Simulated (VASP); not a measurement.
Cs3Cu:

```
Cs Cu
1.0
    -2.55931    2.55931    5.71690
     2.55931   -2.55931    5.71690
     2.55931    2.55931   -5.71690
Cs Cu
3 1
Direct
  0.50000 0.50000 0.00000
  0.25000 0.75000 0.50000
  0.75000 0.25000 0.50000
  0.00000 0.00000 0.00000
```

```yaml
Program: VASP 6.6.1
Task: relaxation of cell and atoms
Functional: PBE
Potentials_or_basis: VASP PAW PBE potentials, release 64 (Cs_sv, Cu)
Cutoff: 600 eV
k_mesh: 6 × 6 × 6
Occupations: gaussian, width 0.1 eV
Spin: no spin polarisation
```

At the start: pressure 4.6 GPa; volume 37.45 Å³/atom.

How do energy, volume and symmetry change on relaxing?

Over 9 steps the energy falls by 283.3 meV/atom and the volume is 66.20 Å³/atom (+76.8 %); space group I4/mmm (No. 139, to 0.1 Å) before and after.

Step by step:
| step | energy change (eV) | largest force (eV/Å) | pressure (GPa) | volume (Å³) |
| --- | --- | --- | --- | --- |
| 1 | 0.0000 | 0.0000 | 4.60 | 149.78 |
| 2 | -0.5444 | 0.0000 | 2.63 | 174.32 |
| 3 | -1.0651 | 0.0000 | 0.61 | 231.40 |
| 4 | -1.1221 | 0.0000 | 0.10 | 261.08 |
| 5 | -1.1231 | 0.0000 | -0.04 | 269.21 |
| 6 | -1.1233 | 0.0000 | 0.01 | 266.36 |
| 7 | -1.1255 | 0.0000 | 0.00 | 266.26 |
| 8 | -1.1303 | 0.0000 | -0.02 | 265.88 |
| 9 | -1.1331 | 0.0000 | -0.03 | 264.81 |

Final structure:
```yaml
crystal:
  lattice:
    - [-3.21253, 3.21253, 6.41468]
    - [3.21253, -3.21253, 6.41468]
    - [3.21253, 3.21253, -6.41468]
  atoms:
    - { symbol: Cs, position: [0.50000, 0.50000, 0.00000] }
    - { symbol: Cs, position: [0.25000, 0.75000, 0.50000] }
    - { symbol: Cs, position: [0.75000, 0.25000, 0.50000] }
    - { symbol: Cu, position: [0.00000, 0.00000, 0.00000] }
```

Caveat: the volume moved by over 15 % at a fixed basis, so the end points are rough.
